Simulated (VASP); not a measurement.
A run of VASP 6.6.1 is set up as follows.

INCAR

```
PREC     = Accurate       # precision mode
ENCUT    = 520            # plane-wave cutoff, eV
EDIFF    = 1E-7           # SCF threshold, eV
ISMEAR   = -1             # smearing method
SIGMA    = 0.1            # smearing width, eV
LREAL    = F              # projectors in reciprocal space
LASPH    = T              # aspherical terms in the spheres
NELM     = 60             # most SCF steps
ALGO     = Normal         # electronic algorithm
ISIF     = 2              # what is computed and relaxed
LWAVE    = F              # write WAVECAR
LCHARG   = T              # write CHGCAR
GGA      = CA             # functional
LELF     = T              # ELF
LVHAR    = T            
NBANDS   = 22             # bands
```

File KPOINTS:

```
Automatic mesh
0
Gamma
  9 9 5
```

File POSCAR:

```
HfC
1.0
    3.3428660500      0.0000000000      0.0000000000
   -1.6714330300      2.8950069200      0.0000000000
    0.0000000000      0.0000000000      5.2027140000
Hf C
2 2
Direct
    0.6666666705      0.3333333310      0.7500000000
    0.3333333312      0.6666666724      0.2500000000
    0.0000000000      0.0000000000      0.0000000000
    0.0000000000      0.0000000000      0.5000000000
```

Potentials or basis: VASP PAW LDA potentials, release 64 (Hf_pv, C).

Command:

```console
$ cat potpaw_LDA.64/Hf_pv/POTCAR potpaw_LDA.64/C/POTCAR > POTCAR
$ mpirun -np 1 vasp_std > vasp.out
```

What does it give for the pressure?

-12.4 GPa.

Predict the band gap on the k mesh.

zero (band 14 reaches 7.27 eV, above the bottom of band 15 at 6.21 eV).

Stress tensor (GPa, compression positive):
```
-13.37   0.00   0.00
  0.00 -13.37   0.00
  0.00   0.00 -10.33
```

Caveat: spin-orbit coupling is left out, which moves the levels of the heavy elements.
